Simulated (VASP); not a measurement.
The system is CuO.

```
Cu O
1.0
     2.83633    0.00000    0.00000
    -1.41816    2.45633    0.00000
     0.00000    0.00000    2.76811
Cu O
1 1
Direct
  0.00000 0.00000 0.00000
  0.66667 0.33333 0.50000
```

```yaml
Program: VASP 6.6.1
Task: relaxation of cell and atoms
Functional: r2SCAN
Potentials_or_basis: VASP PAW PBE potentials, release 64 (Cu, O)
Cutoff: 600 eV
k_mesh: 11 × 11 × 10
Occupations: fermi-dirac, width 0.05 eV
Spin: no spin polarisation
Hubbard_terms: Cu d U = 5.3 eV
```

At the start: pressure -10.4 GPa; volume 9.64 Å³/atom.

Question: How do energy, volume and symmetry change on relaxing?

Answer: Over 5 steps the energy falls by 33.6 meV/atom and the volume is 9.12 Å³/atom (-5.4 %); space group P-6m2 (No. 187, to 0.05 Å).

Step by step:
```csv
step,energy change (eV),largest force (eV/Å),pressure (GPa),volume (Å³)
1,0.0000,0.0000,-10.36,19.29
2,-0.0527,0.0000,7.20,17.59
3,-0.0624,0.0000,1.51,18.03
4,-0.0668,0.0000,0.44,18.18
5,-0.0672,0.0000,0.04,18.24
```

Final structure:
```yaml
crystal:
  lattice:
    - [2.83245, 0.00000, 0.00000]
    - [-1.41623, 2.45298, 0.00000]
    - [0.00000, 0.00000, 2.62483]
  atoms:
    - { symbol: Cu, position: [0.00000, 0.00000, 0.00000] }
    - { symbol: O, position: [0.66667, 0.33333, 0.50000] }
```

Caveat: the PAW data sets were made with another functional, which shifts forces and pressure a little; an odd number of electrons without spin polarisation forces a metal; a magnetic or distorted state may lie lower; U without spin polarisation on a metal has little footing.
